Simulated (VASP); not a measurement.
Here is a VASP 6.6.1 calculation.

The input INCAR:

```
  PREC = Accurate
  ENCUT = 520
  EDIFF = 1E-6
  ISMEAR = 0
  SIGMA = 0.02
  LREAL = F
  LASPH = T
  NELM = 100
  ALGO = Normal
  ISIF = 2
  LWAVE = F
  LCHARG = T
  GGA = PE
  LELF = T
  LVHAR = T
  NBANDS = 16
```

Contents of KPOINTS:

```
regular mesh
0
Gamma
  8 8 8
```

File POSCAR:

```
AgCl
1.0
    0.0000000000      3.0296700899      3.0296700899
    3.0296700899      0.0000000000      3.0296700899
    3.0296700899      3.0296700899      0.0000000000
Ag Cl
1 1
Direct
    0.0000000000      0.0000000000      0.0000000000
    0.2500000000      0.2500000000      0.2500000000
```

Potentials or basis: VASP PAW PBE potentials, release 64 (Ag, Cl).

The run is started by

```console
$ cat potpaw_PBE.64/Ag/POTCAR potpaw_PBE.64/Cl/POTCAR > POTCAR
$ mpirun -np 1 vasp_std > vasp.out
```

Task: Estimate the band gap on the k mesh.

Result: 1.29 eV.

Task: Predict the pressure.

Result: -0.1 GPa.

A k mesh can miss the band edges.
